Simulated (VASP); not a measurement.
# TiPt3 (Pm-3m) in VASP: relaxation of cell and atoms with LDA

Aim: the relaxation of cell and atoms of TiPt3 with LDA.

All numbers are computed with VASP 6.6.1; they aren't measurements. Logs are shortened: lines on timing, memory, paths and dates and some standing lists are left out, and cuts for length are marked.

**1. The cell of the first run**

Symmetry: Pm-3m, No. 221, cubic system. Conventional cell: a = 3.897 Å, b = 3.897 Å, c = 3.897 Å, α = 90.00°, β = 90.00°, γ = 90.00°. Within 3.6 Å of Ti (site symmetry m-3m) lie 12 Pt at 2.76 Å. Pt (site symmetry 4/mmm) has 4 Ti at 2.76 Å and 8 Pt at 2.76 Å within 3.6 Å.

**2. Relaxation of cell and atoms, LDA**

Contents of INCAR:

```
SYSTEM = TiPt3
PREC = Accurate
ENCUT = 600
EDIFF = 1E-6
ISMEAR = 1
SIGMA = 0.1
LREAL = .False.
LASPH = .True.
NELM = 80
ALGO = Normal
ISIF = 3
LWAVE = .False.
LCHARG = .False.
IBRION = 2
NSW = 80
EDIFFG = -0.03
```

Contents of KPOINTS:

```
regular mesh
0
Gamma
  12 12 12
  0 0 0
```

Contents of POSCAR:

```
TiPt3
1.0
    3.8970000000      0.0000000000      0.0000000000
    0.0000000000      3.8970000000      0.0000000000
    0.0000000000      0.0000000000      3.8970000000
Ti Pt
1 3
Direct
    0.0000000000      0.0000000000      0.0000000000
    0.0000000000      0.5000000000      0.5000000000
    0.5000000000      0.0000000000      0.5000000000
    0.5000000000      0.5000000000      0.0000000000
```

Potentials or basis: VASP PAW LDA potentials, release 64 (Ti_sv, Pt).

Run with:

```sh
> cat potpaw_LDA.64/Ti_sv/POTCAR potpaw_LDA.64/Pt/POTCAR > POTCAR
> mpirun -np 1 vasp_std > vasp.out
```

OUTCAR:

```text
SYSTEM = TiPt3
   PREC = Accurate
   ENCUT = 600
   EDIFF = 1E-6
   ISMEAR = 1
   LREAL = .False.
   LASPH = .True.
   NELM = 80
   ISIF = 3
   IBRION = 2
   NSW = 80
   EDIFFG = -0.03

 ion  position               nearest neighbor table
   1  0.000  0.000  0.000-   2 2.76   3 2.76   4 2.76   2 2.76   3 2.76   2 2.76   4 2.76   2 2.76
                             3 2.76   4 2.76   3 2.76   4 2.76
   2  0.000  0.500  0.500-   1 2.76   3 2.76   4 2.76   1 2.76   4 2.76   1 2.76   3 2.76   1 2.76
                             3 2.76   4 2.76   4 2.76   3 2.76
   3  0.500  0.000  0.500-   1 2.76   2 2.76   4 2.76   1 2.76   4 2.76   2 2.76   4 2.76   4 2.76
                             1 2.76   2 2.76   1 2.76   2 2.76
   4  0.500  0.500  0.000-   1 2.76   2 2.76   3 2.76   2 2.76   3 2.76   1 2.76   3 2.76   3 2.76
                             1 2.76   2 2.76   2 2.76   1 2.76

  LATTYP: Found a simple cubic cell.
 ALAT       =     3.8970000000

  Lattice vectors:

 A1 = (   3.8970000000,   0.0000000000,   0.0000000000)
 A2 = (   0.0000000000,   3.8970000000,   0.0000000000)
 A3 = (   0.0000000000,   0.0000000000,   3.8970000000)

Analysis of symmetry for initial positions (statically):
=====================================================================
 Subroutine PRICEL returns:
 Original cell was already a primitive cell.

 Routine SETGRP: Setting up the symmetry group for a
 simple cubic supercell.

 Subroutine GETGRP returns: Found 48 space group operations
 (whereof 48 operations were pure point group operations)
 out of a pool of 48 trial point group operations.

The static configuration has the point symmetry O_h .

Analysis of symmetry for dynamics (positions and initial velocities):
=====================================================================
 Subroutine PRICEL returns:
 Original cell was already a primitive cell.

 Routine SETGRP: Setting up the symmetry group for a
 simple cubic supercell.

 Subroutine GETGRP returns: Found 48 space group operations
 (whereof 48 operations were pure point group operations)
 out of a pool of 48 trial point group operations.

The dynamic configuration has the point symmetry O_h .

 Subroutine INISYM returns: Found 48 space group operations
 (whereof 48 operations are pure point group operations),
 and found     1 'primitive' translations

----------------------------------------------------------------------------------------

                                     Primitive cell
[... 99 lines left out ...]
   IBRION =      2    ionic relax: 0-MD 1-quasi-New 2-CG
   NFREE  =      1    steps in history (QN), initial steepest desc. (CG)
   ISIF   =      3    stress and relaxation
   ISYM   =      2    0-nonsym 1-usesym 2-fastsym
   POTIM  = 0.5000    time-step for ionic-motion
   TEBEG  =    0.0;   TEEND  =   0.0 temperature during run
   PSTRESS=    0.0 pullay stress
   NELECT =      42.0000    total number of electrons
   NUPDOWN=      -1.0000    fix difference up-down
   EMIN   =  10.00;   EMAX   =-10.00  energy-range for DOS
   EFERMI =   0.00;   METHOD = LEGACY
   ISMEAR =     1;   SIGMA  =   0.10  broadening in eV -4-tet -1-fermi 0-gaus
   EFERMI_NEDOS =   21; number of points for ismear=-14 and -15
   IALGO  =     38    algorithm
   IMIX   =      4    mixing-type and parameters
     AMIX     =   0.40;   BMIX     =  1.00
     AMIX_MAG =   1.60;   BMIX_MAG =  1.00
  volume/ion in A,a.u.               =      14.80        99.85
  Fermi-wavevector in a.u.,A,eV,Ry     =   1.460251  2.759474 29.012153  2.132333
  Thomas-Fermi vector in A             =   2.576723
   LORBIT       =      0    0 simple, 1 ext, 2 COOP (PROOUT), +10 PAW based schemes
   GGA     = CA    functional components
   LHFCALC =     F    Hartree Fock is set to
   AEXX    =    0.0000 exact exchange contribution
   IVDW    =     0    specifies the selected vdW correction
   LEPSILON=     F    determine dielectric tensor
   LRPA    =     F    only Hartree local field effects (RPA)
 conjugate gradient relaxation of ions
 non-spin polarized calculation
 Methfessel and Paxton  Order N= 1 SIGMA  =   0.10
  energy-cutoff  :      600.00
  volume of cell :       59.18
 maximum number of plane-waves:      2008
 NGX is ok and might be reduce to    32
   NGX = 15   NGY = 15   NGZ = 15

--------------------------------------- Ionic step        1  -------------------------------------------

 number of electron      41.9999998 magnetization

 Free energy of the ion-electron system (eV)
  ---------------------------------------------------
  ext. energy  EPLUGINS =         0.00000000
  ---------------------------------------------------
  free energy    TOTEN  =       -34.61644788 eV

  energy without entropy =      -34.61751656  energy(sigma->0) =      -34.61680411

------------------------ aborting loop because EDIFF is reached ----------------------------------------

  FORCE on cell =-STRESS in cart. coord.  units (eV):
  Direction    XX          YY          ZZ          XY          YZ          ZX
  --------------------------------------------------------------------------------------
  -------------------------------------------------------------------------------------
  Total       -1.5699201     -1.5699201     -1.5699201     -0.0000000      0.0000000     -0.0000000
  in kB      -42.5007815    -42.5007815    -42.5007815     -0.0000000      0.0000000     -0.0000000
  external PRESSURE =     -42.5007815 kB  Pullay stress =       0.0000000 kB
[... 63 lines left out ...]
--------------------------------------- Ionic step        3  -------------------------------------------

 number of electron      42.0000004 magnetization

 Free energy of the ion-electron system (eV)
  ---------------------------------------------------
  ext. energy  EPLUGINS =         0.00000000
  ---------------------------------------------------
  free energy    TOTEN  =       -34.62878019 eV

  energy without entropy =      -34.62996349  energy(sigma->0) =      -34.62917463

 E-fermi :  11.9666     XC(G=0): -13.5932

 val. band max:       11.9491156825   @ k =   0.4167   0.0833   0.0833
 cond. band min:      11.9788182302   @ k =   0.4167   0.0833   0.0000
 fundamental gap:      0.0297025477
 Fermi energy:        11.9666144955

 k-point     1 :       0.0000    0.0000    0.0000
  band No.  band energies     occupation
      1     -45.4721      2.00000
      2     -22.0854      2.00000
      3     -22.0854      2.00000
      4     -22.0854      2.00000
      5       1.6170      2.00000
      6       4.3908      2.00000
[... 661 lines left out ...]
     24      12.6582     -0.00000
     25      12.7604     -0.00000

 [... further k-points ...]
[... 5 lines left out ...]
  --------------------------------------------------------------------------------------
  -------------------------------------------------------------------------------------
  Total       -0.0303987     -0.0303987     -0.0303987      0.0000000     -0.0000000      0.0000000
  in kB       -0.8356717     -0.8356717     -0.8356717      0.0000000     -0.0000000      0.0000000
  external PRESSURE =      -0.8356717 kB  Pullay stress =       0.0000000 kB
[... 19 lines left out ...]
  FREE ENERGIE OF THE ION-ELECTRON SYSTEM (eV)
  ---------------------------------------------------
  free  energy   TOTEN  =       -34.6287801937 eV

  energy  without entropy=      -34.6299634922  energy(sigma->0) =      -34.62917463

 reached required accuracy - stopping structural energy minimisation
```

CONTCAR:

```text
TiPt3
   1.00000000000000
     3.8771266917082934   -0.0000000000000000   -0.0000000000000000
    -0.0000000000000000    3.8771266917082934   -0.0000000000000000
     0.0000000000000000    0.0000000000000000    3.8771266917082934
  Ti              Pt
     1     3
Direct
     0.0000000000000000    0.0000000000000000    0.0000000000000000
     0.0000000000000000    0.5000000000000000    0.5000000000000000
     0.5000000000000000    0.0000000000000000    0.5000000000000000
     0.5000000000000000    0.5000000000000000    0.0000000000000000

  0.00000000E+00  0.00000000E+00  0.00000000E+00
  0.00000000E+00  0.00000000E+00  0.00000000E+00
  0.00000000E+00  0.00000000E+00  0.00000000E+00
  0.00000000E+00  0.00000000E+00  0.00000000E+00
```

Wall time 6.3 min (1 thread of Oxide Virtual Turin-like, shared host); peak memory 0.23 GiB.

Results:

| Quantity | Value |
| --- | --- |
| Free energy | -34.6288 eV |
| Relaxed volume | 14.57 Å³/atom |
| Relaxed cell | a = 3.877 Å, b = 3.877 Å, c = 3.877 Å, α = 90.00°, β = 90.00°, γ = 90.00° |
| Space group after relaxing (to 0.05 Å) | Pm-3m (No. 221) |
| Energy gained by relaxing | 3.1 meV/atom |
| Ionic steps | 3 |
| Pressure after relaxing | -0.1 GPa |
| Band gap on the k mesh | zero (band 21 reaches 13.40 eV, above the bottom of band 22 at 11.54 eV) |

The path:
```csv
step,energy change (eV),largest force (eV/Å),pressure (GPa),volume (Å³)
1,0.0000,0.0000,-4.25,59.18
2,0.0812,0.0000,13.11,55.88
3,-0.0123,0.0000,-0.08,58.28
```

Final structure:
```cif
data_structure
_symmetry_space_group_name_H-M 'P 1'
_symmetry_Int_Tables_number 1
_cell_length_a 3.8771
_cell_length_b 3.8771
_cell_length_c 3.8771
_cell_angle_alpha 90.000
_cell_angle_beta 90.000
_cell_angle_gamma 90.000
_cell_volume 58.28
loop_
_atom_site_label
_atom_site_type_symbol
_atom_site_fract_x
_atom_site_fract_y
_atom_site_fract_z
_atom_site_occupancy
Ti1 Ti 0.00000 0.00000 0.00000 1
Pt1 Pt 0.00000 0.50000 0.50000 1
Pt2 Pt 0.50000 0.00000 0.50000 1
Pt3 Pt 0.50000 0.50000 0.00000 1
```

Caveat: spin-orbit coupling is left out, which moves the levels of the heavy elements. LDA usually gives volumes a few per cent too small.
